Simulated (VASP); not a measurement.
Set up this calculation in VASP 6.6.1, as the native input.

```
Task                   : single point
Functional             : PBE
Dispersion             : D3(BJ)
Potentials or basis    : VASP PAW PBE potentials, release 64 (Cs_sv, Ta_pv, S)
Cutoff                 : 520 eV
k mesh                 : 6 × 6 × 2
Occupations            : gaussian, width 0.1 eV
Spin                   : no spin polarisation
Dipole correction      : no
Further INCAR settings : ALGO = Normal; EDIFF = 1e-07; NBANDS = 36
```

The structure of CsTa2S4 lies in POSCAR:

```
CsTa2S4
1.0
    3.3140008500      0.0000000000      0.0000000000
   -1.6570004300      2.8700089300      0.0000000000
    0.0000000000      0.0000000000     14.0856261300
Cs Ta S
1 2 4
Direct
    0.3333333300      0.6666666700      0.0000000000
    0.0000000000      0.0000000000      0.7160424800
    0.0000000000      0.0000000000      0.2839575200
    0.6666666700      0.3333333300      0.6054266200
    0.6666666700      0.3333333300      0.8266583300
    0.6666666700      0.3333333300      0.1733416700
    0.6666666700      0.3333333300      0.3945733800
```

The input as run:

INCAR

```
PREC     = Accurate       # precision mode
ENCUT    = 520            # plane-wave cutoff, eV
EDIFF    = 1E-7           # SCF threshold, eV
ISMEAR   = 0              # smearing method
SIGMA    = 0.1            # smearing width, eV
LREAL    = F              # projectors in reciprocal space
LASPH    = T              # aspherical terms in the spheres
NELM     = 60             # most SCF steps
ALGO     = Normal         # electronic algorithm
ISIF     = 2              # what is computed and relaxed
LWAVE    = F              # write WAVECAR
LCHARG   = T              # write CHGCAR
GGA      = PE             # functional
IVDW     = 12             # dispersion correction
LELF     = T              # ELF
LVHAR    = T            
NBANDS   = 36             # bands
```

KPOINTS

```
Automatic mesh
0
Gamma
  6 6 2
```

Potentials or basis: VASP PAW PBE potentials, release 64 (Cs_sv, Ta_pv, S).

Launch:

```console
$ cat potpaw_PBE.64/Cs_sv/POTCAR potpaw_PBE.64/Ta_pv/POTCAR potpaw_PBE.64/S/POTCAR > POTCAR
$ mpirun -np 1 vasp_std > vasp.out
```

Results of the run:

```
Pressure                   : 7.3 GPa
Largest force              : 0.603 eV/Å
Band gap on the k mesh     : zero (an odd number of electrons rules out a gap without spin polarisation)
Dispersion energy per atom : -0.435 eV
```

Caveat: the k points lie up to 0.36 Å⁻¹ apart, too coarse for converged energies and pressures of a metal; spin-orbit coupling is left out, which moves the levels of the heavy elements.

It took 89 s on 1 thread of Intel(R) Xeon(R) 6975P-C (Granite Rapids), with other jobs on the host, peak memory 0.3 GiB.
